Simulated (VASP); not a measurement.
Input of a VASP 6.6.1 run:

The input POSCAR:

```
Rh
1.0
    2.6940693954      0.0000000000      0.0000000000
   -1.3470346977      2.3331325361      0.0000000000
    0.0000000000      0.0000000000      4.3686372171
Rh
2
Direct
    0.3333333333      0.6666666667      0.2500000000
    0.6666666667      0.3333333333      0.7500000000
```

The input INCAR.step1:

```
PREC = Accurate
ENCUT = 580
ISMEAR = -1
SIGMA = 0.05
LREAL = F
LASPH = T
NELM = 120
NBANDS = 24
GGA = PE
ALGO = Normal
EDIFF = 1E-5
LWAVE = T
LCHARG = F
GGA_COMPAT = F
```

Contents of INCAR.step2:

```
PREC = Accurate
ENCUT = 580
EDIFF = 1E-6
ISMEAR = -1
SIGMA = 0.05
LREAL = F
LASPH = T
NELM = 120
ALGO = Normal
ISIF = 2
LWAVE = F
LCHARG = F
METAGGA = R2SCAN
LMIXTAU = T
NBANDS = 24
ISTART = 1
GGA_COMPAT = F
```

KPOINTS

```
regular mesh
0
Gamma
  11 11 6
```

Potentials or basis: VASP PAW PBE potentials, release 64 (Rh_sv_GW).

Run with:

```bash
$ cat potpaw_PBE.64/Rh_sv_GW/POTCAR > POTCAR
$ cp INCAR.step1 INCAR
$ mpirun -np 1 vasp_std > vasp.out
$ cp INCAR.step2 INCAR
$ mpirun -np 1 vasp_std > vasp.out
```

Q: What does it give for the band gap on the k mesh?

A: Zero (band 17 reaches 11.44 eV, above the bottom of band 18 at 9.00 eV).

Q: What does it give for the pressure?

A: -0.9 GPa.

Stress tensor (GPa, compression positive):
```
-0.41  0.00  0.00
 0.00 -0.41  0.00
 0.00  0.00 -1.73
```

Caveat: the PAW data sets were made with another functional, which shifts forces and pressure a little.
